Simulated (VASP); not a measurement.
## P: single point with BLYP+D4

P:

```
P
1.0
     1.67104   -5.18357    0.00000
     1.67104    5.18357    0.00000
     0.00000    0.00000    4.33381
P
4
Direct
  0.89567 0.10433 0.57823
  0.10433 0.89567 0.42177
  0.60433 0.39567 0.07823
  0.39567 0.60433 0.92177
```

```json
{
 "Program": "VASP 6.6.1",
 "Task": "single point",
 "Functional": "BLYP",
 "Dispersion": "D4",
 "Potentials or basis": "VASP PAW PBE potentials, release 64 (P)",
 "Cutoff": "520 eV",
 "k mesh": "8 × 8 × 6",
 "Occupations": "fermi-dirac, width 0.05 eV",
 "Spin": "no spin polarisation",
 "Dipole correction": "no",
 "Further INCAR settings": "ALGO = Normal; EDIFF = 1e-06; NBANDS = 18"
}
```

```
Pressure                   : -0.1 GPa
Largest force              : 0.039 eV/Å
Band gap on the k mesh     : 0.22 eV, indirect (least direct gap 0.30 eV)
Dispersion energy per atom : -0.764 eV
```

Forces in eV/Å, atoms in the order of the input:
```
P    0.000 -0.023  0.032
P    0.000  0.023 -0.032
P    0.000  0.023  0.032
P    0.000 -0.023 -0.032
```

Levels at points of the mesh, in eV from the valence-band top:
| k point | band 8 | band 9 | band 10 | band 11 | band 12 | band 13 |
| --- | --- | --- | --- | --- | --- | --- |
| (0.00, 0.00, 0.00) | -2.81 | -2.67 | -1.42 | 0.90 | 1.34 | 1.93 |
| (0.50, 0.00, 0.00) | -3.24 | -2.64 | -2.64 | 0.93 | 0.93 | 1.22 |
| (0.50, 0.50, 0.00) | -2.30 | -1.61 | -0.04 | 0.26 | 0.88 | 2.29 |
| (0.00, 0.00, 0.50) | -3.17 | -1.17 | -1.17 | 1.39 | 1.39 | 2.43 |
| (0.50, 0.00, 0.50) | -5.54 | -2.00 | -2.00 | 1.75 | 1.75 | 4.12 |
| (0.50, 0.50, 0.50) | -2.48 | -1.52 | -1.52 | 1.43 | 1.43 | 2.54 |

It took 80 s on 1 thread of Intel(R) Xeon(R) Platinum 8488C (Sapphire Rapids), on a shared host, peak memory 0.25 GiB.

Caveat: the PAW data sets were made with another functional, which shifts forces and pressure a little. A k mesh can miss the band edges.
